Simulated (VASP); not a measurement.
# Hg3Pt (Pm-3m) in VASP: a series of runs

Runs on Hg3Pt. Level: PBE. Tasks: single point.

Program: VASP 6.6.1. These are calculated values, not measurements. Logs are shortened: lines on timing, memory, paths and dates and some standing lists are left out, and cuts for length are marked.

### Step 1. The cell of the first run

It takes space group Pm-3m (No. 221, cubic). The conventional cell has a = 4.256 Å, b = 4.256 Å, c = 4.256 Å, α = 90.00°, β = 90.00°, γ = 90.00°. Within 4.0 Å of Hg (site symmetry 4/mmm) lie 8 Hg at 3.01 Å and 4 Pt at 3.01 Å. Pt (site symmetry m-3m) has 12 Hg at 3.01 Å within 4.0 Å.

### Step 2. Single point, PBE

INCAR reads:

```
SYSTEM = Hg3Pt
  PREC = Accurate
  ENCUT = 570
  EDIFF = 1E-6
  ISMEAR = -1
  SIGMA = 0.05
  LREAL = .False.
  LASPH = .True.
  NELM = 120
  ALGO = Normal
  ISIF = 2
  LWAVE = .False.
  LCHARG = .False.
  GGA = PE
  NBANDS = 47
  GGA_COMPAT = .False.
```

KPOINTS reads:

```
Automatic mesh
0
Gamma
  6 6 6
  0 0 0
```

POSCAR reads:

```
Hg3Pt
1.0
    4.2555385448      0.0000000000      0.0000000000
    0.0000000000      4.2555385448      0.0000000000
    0.0000000000      0.0000000000      4.2555385448
Hg Pt
3 1
Direct
    0.5000000000      0.5000000000      0.0000000000
    0.5000000000      0.0000000000      0.5000000000
    0.0000000000      0.5000000000      0.5000000000
    0.0000000000      0.0000000000      0.0000000000
```

Potentials or basis: VASP PAW PBE potentials, release 64 (Hg_sv_GW, Pt_sv_GW).

The run is started by

```sh
cat potpaw_PBE.64/Hg_sv_GW/POTCAR potpaw_PBE.64/Pt_sv_GW/POTCAR > POTCAR
mpirun -np 1 vasp_std > vasp.out
```

OUTCAR:

```text
SYSTEM = Hg3Pt
   PREC = Accurate
   ENCUT = 570
   EDIFF = 1E-6
   ISMEAR = -1
   LREAL = .False.
   LASPH = .True.
   NELM = 120
   ISIF = 2
   GGA = PE

 ion  position               nearest neighbor table
   1  0.500  0.500  0.000-   2 3.01   3 3.01   4 3.01   2 3.01   3 3.01   2 3.01   4 3.01   2 3.01
                             3 3.01   4 3.01   3 3.01   4 3.01
   2  0.500  0.000  0.500-   1 3.01   3 3.01   4 3.01   1 3.01   4 3.01   1 3.01   3 3.01   1 3.01
                             3 3.01   4 3.01   4 3.01   3 3.01
   3  0.000  0.500  0.500-   1 3.01   2 3.01   4 3.01   1 3.01   4 3.01   2 3.01   4 3.01   4 3.01
                             1 3.01   2 3.01   1 3.01   2 3.01
   4  0.000  0.000  0.000-   1 3.01   2 3.01   3 3.01   2 3.01   3 3.01   1 3.01   3 3.01   3 3.01
                             1 3.01   2 3.01   2 3.01   1 3.01

  LATTYP: Found a simple cubic cell.
 ALAT       =     4.2555385448

  Lattice vectors:

 A1 = (   4.2555385448,   0.0000000000,   0.0000000000)
 A2 = (   0.0000000000,   4.2555385448,   0.0000000000)
 A3 = (   0.0000000000,   0.0000000000,   4.2555385448)

Analysis of symmetry for initial positions (statically):
=====================================================================
 Subroutine PRICEL returns:
 Original cell was already a primitive cell.

 Routine SETGRP: Setting up the symmetry group for a
 simple cubic supercell.

 Subroutine GETGRP returns: Found 48 space group operations
 (whereof 48 operations were pure point group operations)
 out of a pool of 48 trial point group operations.

The static configuration has the point symmetry O_h .

Analysis of symmetry for dynamics (positions and initial velocities):
=====================================================================
 Subroutine PRICEL returns:
 Original cell was already a primitive cell.

 Routine SETGRP: Setting up the symmetry group for a
 simple cubic supercell.

 Subroutine GETGRP returns: Found 48 space group operations
 (whereof 48 operations were pure point group operations)
 out of a pool of 48 trial point group operations.

The dynamic configuration has the point symmetry O_h .

 Subroutine INISYM returns: Found 48 space group operations
 (whereof 48 operations are pure point group operations),
 and found     1 'primitive' translations

----------------------------------------------------------------------------------------

                                     Primitive cell

  volume of cell :      77.0661

  direct lattice vectors                    reciprocal lattice vectors
     4.255538545  0.000000000  0.000000000     0.234987884  0.000000000  0.000000000
     0.000000000  4.255538545  0.000000000     0.000000000  0.234987884  0.000000000
     0.000000000  0.000000000  4.255538545     0.000000000  0.000000000  0.234987884

  length of vectors
     4.255538545  4.255538545  4.255538545     0.234987884  0.234987884  0.234987884

  position of ions in fractional coordinates (direct lattice)
     0.500000000  0.500000000  0.000000000
     0.500000000  0.000000000  0.500000000
     0.000000000  0.500000000  0.500000000
     0.000000000  0.000000000  0.000000000

  ion indices of the primitive-cell ions
   primitive index   ion index
                 1           1
                 2           2
                 3           3
                 4           4

----------------------------------------------------------------------------------------

 KPOINTS: Automatic mesh

Automatic generation of k-mesh.
 Grid dimensions read from file:
 generate k-points for:    6    6    6

 Generating k-lattice:

  Cartesian coordinates                     Fractional coordinates (reciprocal lattice)
     0.039164647  0.000000000  0.000000000     0.166666667  0.000000000  0.000000000
     0.000000000  0.039164647  0.000000000     0.000000000  0.166666667  0.000000000
     0.000000000  0.000000000  0.039164647     0.000000000  0.000000000  0.166666667

  Length of vectors
     0.039164647  0.039164647  0.039164647

  Shift w.r.t. Gamma in fractional coordinates (k-lattice)
     0.000000000  0.000000000  0.000000000

 Subroutine IBZKPT returns following result:
 ===========================================

 Found     20 irreducible k-points:

 Following reciprocal coordinates:
            Coordinates               Weight
  0.000000  0.000000  0.000000      1.000000
  0.166667  0.000000  0.000000      6.000000
  0.333333  0.000000  0.000000      6.000000
  0.500000  0.000000  0.000000      3.000000
  0.166667  0.166667  0.000000     12.000000
  0.333333  0.166667  0.000000     24.000000
[... 12 lines left out ...]
  0.500000  0.500000  0.333333      6.000000
  0.500000  0.500000  0.500000      1.000000
   k-points           NKPTS =     20   k-points in BZ     NKDIM =     20   number of bands    NBANDS=     47
   number of dos      NEDOS =    301   number of ions     NIONS =      4
   total plane-waves  NPLWV =  46656
   dimension x,y,z NGX =    36 NGY =   36 NGZ =   36
   dimension x,y,z NGXF=    72 NGYF=   72 NGZF=   72
   ions per type =               3   1
   NGX,Y,Z   is equivalent  to a cutoff of  14.06, 14.06, 14.06 a.u.
   NGXF,Y,Z  is equivalent  to a cutoff of  28.13, 28.13, 28.13 a.u.
 SYSTEM =  Hg3Pt
   PREC   = accura    normal or accurate (medium, high low for compatibility)
   ISTART =      0    job   : 0-new  1-cont  2-samecut
   ICHARG =      2    charge: 1-file 2-atom 10-const
   ISPIN  =      1    spin polarized calculation?
   LNONCOLLINEAR =      F non collinear calculations
   LSORBIT =      F    spin-orbit coupling
   LASPH  =      T    aspherical Exc in radial PAW
   ENCUT  =  570.0 eV  41.89 Ry    6.47 a.u.   8.28  8.28  8.28*2*pi/ulx,y,z
   NELM   =    120;   NELMIN=  2; NELMDL= -5     # of ELM steps
   EDIFF  = 0.1E-05   stopping-criterion for ELM
   LREAL  =      F    real-space projection
   EDIFFG = 0.1E-04   stopping-criterion for IOM
   NSW    =      0    number of steps for IOM
   IBRION =     -1    ionic relax: 0-MD 1-quasi-New 2-CG
   NFREE  =      0    steps in history (QN), initial steepest desc. (CG)
   ISIF   =      2    stress and relaxation
   ISYM   =      2    0-nonsym 1-usesym 2-fastsym
   POTIM  = 0.5000    time-step for ionic-motion
   TEBEG  =    0.0;   TEEND  =   0.0 temperature during run
   PSTRESS=    0.0 pullay stress
   NELECT =      78.0000    total number of electrons
   NUPDOWN=      -1.0000    fix difference up-down
   EMIN   =  10.00;   EMAX   =-10.00  energy-range for DOS
   EFERMI =   0.00;   METHOD = LEGACY
   ISMEAR =    -1;   SIGMA  =   0.05  broadening in eV -4-tet -1-fermi 0-gaus
   EFERMI_NEDOS =   21; number of points for ismear=-14 and -15
   IALGO  =     38    algorithm
   IMIX   =      4    mixing-type and parameters
     AMIX     =   0.40;   BMIX     =  1.00
     AMIX_MAG =   1.60;   BMIX_MAG =  1.00
  volume/ion in A,a.u.               =      19.27       130.02
  Fermi-wavevector in a.u.,A,eV,Ry     =   1.643685  3.106114 36.758850  2.701699
  Thomas-Fermi vector in A             =   2.733777
   LORBIT       =      0    0 simple, 1 ext, 2 COOP (PROOUT), +10 PAW based schemes
   GGA     = PE    functional components
   LHFCALC =     F    Hartree Fock is set to
   AEXX    =    0.0000 exact exchange contribution
   IVDW    =     0    specifies the selected vdW correction
   LEPSILON=     F    determine dielectric tensor
   LRPA    =     F    only Hartree local field effects (RPA)
 non-spin polarized calculation
  energy-cutoff  :      570.00
  volume of cell :       77.07
 maximum number of plane-waves:      2408
 NGX is ok and might be reduce to    36
   NGX = 17   NGY = 17   NGZ = 17

 number of electron      78.0000000 magnetization

 Free energy of the ion-electron system (eV)
  ---------------------------------------------------
  ext. energy  EPLUGINS =         0.00000000
  ---------------------------------------------------
  free energy    TOTEN  =        -5.78142863 eV

  energy without entropy =       -5.76939273  energy(sigma->0) =       -5.77541068

 E-fermi :   8.2819     XC(G=0): -12.5701

 val. band max:        8.2338278225   @ k =   0.5000   0.3333   0.3333
 cond. band min:       8.3049813719   @ k =   0.3333   0.1667   0.0000
 fundamental gap:      0.0711535494
 Fermi energy:         8.2819141520

 k-point     1 :       0.0000    0.0000    0.0000
  band No.  band energies     occupation
      1    -107.2481      2.00000
      2    -107.2444      2.00000
      3    -107.2444      2.00000
      4     -89.5833      2.00000
      5     -55.6401      2.00000
      6     -55.6401      2.00000
[... 39 lines left out ...]
     46      15.9473      0.00000
     47      16.6038      0.00000

 k-point     2 :       0.1667    0.0000    0.0000
  band No.  band energies     occupation
      1    -107.2478      2.00000
      2    -107.2446      2.00000
      3    -107.2444      2.00000
      4     -89.5835      2.00000
      5     -55.6386      2.00000
      6     -55.6386      2.00000
[... 39 lines left out ...]
     46      15.8136      0.00000
     47      15.8908      0.00000

 k-point     3 :       0.3333    0.0000    0.0000
  band No.  band energies     occupation
      1    -107.2473      2.00000
      2    -107.2452      2.00000
      3    -107.2444      2.00000
      4     -89.5833      2.00000
      5     -55.6353      2.00000
      6     -55.6353      2.00000
[... 39 lines left out ...]
     46      15.6307      0.00000
     47      17.2430      0.00000

 k-point     4 :       0.5000    0.0000    0.0000
  band No.  band energies     occupation
      1    -107.2468      2.00000
      2    -107.2456      2.00000
      3    -107.2444      2.00000
      4     -89.5834      2.00000
      5     -55.6336      2.00000
      6     -55.6336      2.00000
[... 739 lines left out ...]
     46      19.9770      0.00000
     47      20.3578      0.00000

 k-point    19 :       0.5000    0.5000    0.3333
  band No.  band energies     occupation
      1    -107.2456      2.00000
      2    -107.2456      2.00000
      3    -107.2456      2.00000
      4     -89.5834      2.00000
      5     -55.6718      2.00000
      6     -55.6060      2.00000
[... 39 lines left out ...]
     46      20.6517      0.00000
     47      20.6519      0.00000

 k-point    20 :       0.5000    0.5000    0.5000
  band No.  band energies     occupation
      1    -107.2456      2.00000
      2    -107.2456      2.00000
      3    -107.2456      2.00000
      4     -89.5827      2.00000
      5     -55.6760      2.00000
      6     -55.6016      2.00000
[... 39 lines left out ...]
     46      21.0026      0.00000
     47      21.0026      0.00000

------------------------ aborting loop because EDIFF is reached ----------------------------------------

  FORCE on cell =-STRESS in cart. coord.  units (eV):
  Direction    XX          YY          ZZ          XY          YZ          ZX
  --------------------------------------------------------------------------------------
  -------------------------------------------------------------------------------------
  Total        2.0522088      2.0522088      2.0522088     -0.0000000     -0.0000000      0.0000000
  in kB       42.6646849     42.6646849     42.6646849     -0.0000000     -0.0000000      0.0000000
  external PRESSURE =      42.6646849 kB  Pullay stress =       0.0000000 kB

 VOLUME and BASIS-vectors are now :
 -----------------------------------------------------------------------------
  energy-cutoff  :      570.00
  volume of cell :       77.07
      direct lattice vectors                 reciprocal lattice vectors
     4.255538545  0.000000000  0.000000000     0.234987884  0.000000000  0.000000000
     0.000000000  4.255538545  0.000000000     0.000000000  0.234987884  0.000000000
     0.000000000  0.000000000  4.255538545     0.000000000  0.000000000  0.234987884

 POSITION                                       TOTAL-FORCE (eV/Angst)
 -----------------------------------------------------------------------------------
      2.12777      2.12777      0.00000         0.000000      0.000000      0.000000
      2.12777      0.00000      2.12777         0.000000      0.000000      0.000000
      0.00000      2.12777      2.12777         0.000000      0.000000      0.000000
      0.00000      0.00000      0.00000         0.000000      0.000000      0.000000
 -----------------------------------------------------------------------------------
    total drift:                                0.000000      0.000000      0.000000

  FREE ENERGIE OF THE ION-ELECTRON SYSTEM (eV)
  ---------------------------------------------------
  free  energy   TOTEN  =        -5.7814286336 eV

  energy  without entropy=       -5.7693927299  energy(sigma->0) =       -5.77541068
```

It took 44 s on 1 thread of Intel Xeon 6975P-C (Granite Rapids), shared host; peak memory 0.25 GiB.

Results:

```yaml
Free_energy: -5.7814 eV
Pressure: 4.3 GPa
Band_gap_on_the_k_mesh: zero (bands 39 and 40 overlap by 3.20 eV)
```

Caveat: the cell stands under pressure; spin-orbit coupling is left out, which moves the levels of the heavy elements.

[end of part 1 of 2]

The gap in the log of VASP goes by the Fermi energy; the results here count the filled bands.